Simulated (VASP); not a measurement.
A run of VASP 6.6.1:

Contents of INCAR:

```
SYSTEM = AlN
ALGO = Normal
EDIFF = 1E-7
EDIFFG = -0.002
ENCUT = 600
GGA = PS
GGA_COMPAT = .FALSE.
IBRION = 2
ISIF = 3
ISMEAR = 0
LASPH = .TRUE.
LCHARG = .FALSE.
LREAL = .FALSE.
LWAVE = .FALSE.
NELM = 120
NELMIN = 4
NSW = 80
PREC = Accurate
PSTRESS = 145.0
SIGMA = 0.01
```

File KPOINTS:

```
k-points
0
G
  10 10 10
  0 0 0
```

The input POSCAR:

```
AlN
1.0
    0.0000000000      1.9892168054      1.9892168054
    1.9892168054      0.0000000000      1.9892168054
    1.9892168054      1.9892168054      0.0000000000
Al N
1 1
Direct
    0.5000000000      0.5000000000      0.5000000000
    0.0000000000      0.0000000000      0.0000000000
```

Potentials or basis: VASP PAW PBE potentials, release 64 (Al, N).

Launch:

```sh
$ cat potpaw_PBE.64/Al/POTCAR potpaw_PBE.64/N/POTCAR > POTCAR
$ mpirun -np 1 vasp_std > vasp.out
```

Hardware: 1 thread of Intel(R) Xeon(R) Platinum 8259CL CPU @ 2.50GHz (Skylake/Cascade Lake), with other jobs on the host.

How long does it take, and how much memory?

Run time: 10 s on 1 thread of Intel(R) Xeon(R) Platinum 8259CL CPU @ 2.50GHz (Skylake/Cascade Lake), with other jobs on the host, peak memory 0.13 GiB. Counts: scf iterations 21, k points 47, ion steps 3.
